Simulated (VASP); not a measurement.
## BeTe: single point with PBE

Crystal: BeTe.

```
CELL_PARAMETERS angstrom
0.00000 2.81818 2.81818
2.81818 0.00000 2.81818
2.81818 2.81818 0.00000
ATOMIC_POSITIONS crystal
Be 0.00000 0.00000 0.00000
Te 0.75000 0.75000 0.75000
```

| Item | Value |
| --- | --- |
| Program | VASP 6.6.1 |
| Task | single point |
| Functional | PBE |
| Potentials or basis | VASP PAW PBE potentials, release 64 (Be, Te) |
| Cutoff | 600 eV |
| k mesh | 4 × 4 × 4 |
| Occupations | gaussian, width 0.1 eV |
| Spin | no spin polarisation |

The pressure is 1.4 GPa and the band gap on the k mesh is 1.97 eV, indirect (least direct gap 3.60 eV).

Levels at points of the mesh, in eV from the valence-band top:
```
           k point  band 1  band 2  band 3  band 4  band 5  band 6  band 7  band 8  band 9
(0.00, 0.00, 0.00)  -12.28    0.00    0.00    0.00    3.60    3.60    3.60    3.80    8.31
(0.50, 0.00, 0.00)  -10.94   -5.53   -1.13   -1.13    3.06    4.58    4.58    7.81   10.92
(0.50, 0.50, 0.00)  -10.45   -5.11   -2.64   -2.64    1.97    2.66    9.68    9.68   11.52
```

It took 4.8 s on 1 thread of Intel(R) Xeon(R) Platinum 8375C CPU @ 2.90GHz (Ice Lake), on a shared host, peak memory 0.17 GiB.

Caveat: the k points lie up to 0.48 Å⁻¹ apart; spin-orbit coupling is left out, which moves the levels of the heavy elements. As with any semilocal functional, this PBE gap is likely too small.
